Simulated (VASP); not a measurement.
Set up this calculation in VASP 6.6.1, as the native input.

| Item | Value |
| --- | --- |
| Task | single point |
| Functional | PBEsol |
| Potentials or basis | VASP PAW PBE potentials, release 64 (Te, Pb_d) |
| Cutoff | 500 eV |
| k mesh | 5 × 5 × 5 |
| Occupations | gaussian, width 0.01 eV |
| Spin | no spin polarisation |
| Dipole correction | no |
| Further INCAR settings | ALGO = Normal; EDIFF = 1e-06; NBANDS = 17 |

The structure of TePb lies in POSCAR:

```
TePb
1.0
    0.0000000000      3.2215483649      3.2215483649
    3.2215483649      0.0000000000      3.2215483649
    3.2215483649      3.2215483649      0.0000000000
Te Pb
1 1
Direct
    0.5000000000      0.5000000000      0.5000000000
    0.0000000000      0.0000000000      0.0000000000
```

One way to write it, as run:

INCAR

```
PREC = Accurate
ENCUT = 500
EDIFF = 1E-6
ISMEAR = 0
SIGMA = 0.01
LREAL = False
LASPH = True
NELM = 120
ALGO = Normal
ISIF = 2
LWAVE = False
LCHARG = False
GGA = PS
NBANDS = 17
GGA_COMPAT = False
```

KPOINTS

```
Automatic mesh
0
Gamma
  5 5 5
```

Potentials or basis: VASP PAW PBE potentials, release 64 (Te, Pb_d).

Launch:

```sh
$ cat potpaw_PBE.64/Te/POTCAR potpaw_PBE.64/Pb_d/POTCAR > POTCAR
$ mpirun -np 1 vasp_std > vasp.out
```

Results of the run:

The pressure is -0.1 GPa.

Caveat: the PAW data sets were made with another functional, which shifts forces and pressure a little.

Wall time 22 s on 1 thread of AMD EPYC 7R13, on a shared host, peak memory 0.17 GiB.
